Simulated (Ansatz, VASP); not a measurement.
**One calculation of MnS, two programs**

```xyz
4
Lattice="3.9536 0.0000 0.0000 -1.9768 3.4239 0.0000 0.0000 0.0000 6.3425" Properties=species:S:1:pos:R:3 pbc="T T T"
Mn    1.9768    1.1413    3.1639
Mn    0.0000    2.2826    6.3352
S     0.0000    2.2826    3.9714
S     1.9768    1.1413    0.8001
```

Alike in both runs: task single point; functional PBE-based screened hybrid; k mesh 4 × 4 × 2; occupations fermi-dirac, width 0.05 eV; collinear spin.

|  | VASP | Ansatz |
| --- | --- | --- |
| version | VASP 6.6.1 | Ansatz 0.2.0 |
| potentials or method | VASP PAW PBE potentials, release 64 (Mn_pv, S) | Ansatz PAW |
| plane-wave cutoff (eV) | 520 | 420 |
| valence electrons in the cell | 38 | 42 |

```tsv
	VASP	Ansatz	Ansatz less VASP
gap on the k mesh at the Fermi level (eV)	1.24	1.23	-0.016
least direct gap on the mesh (eV)	1.63	1.61	-0.017
pressure (GPa)	5.1	5.0	-0.03
traceless stress, the component that is largest in VASP (GPa)	1.76	1.76	-0.005
rms of the force components (eV/Å)	0.190	0.189	-0.0007
net moment per atom (μB)	2.50	2.50	0.000
size of the moment on the site where the two differ most (μB)	4.50	4.29	-0.209
```

VASP's potentials were made for PBE, not for PBE-based screened hybrid. Site moments also hang on the region over which each program counts them. Atom by atom the forces differ by 0.001 eV/Å (rms over components). With one functional, cell and mesh, what is left measures potentials, basis and numerics. VASP's potentials hold 38 valence electrons a cell and Ansatz's 42, so a difference there can come from the potentials and not from the codes.

The k mesh is coarse, so the values compare programs but aren't converged. Noted on Ansatz's run: the magnetic or orbital state may not be the lowest.
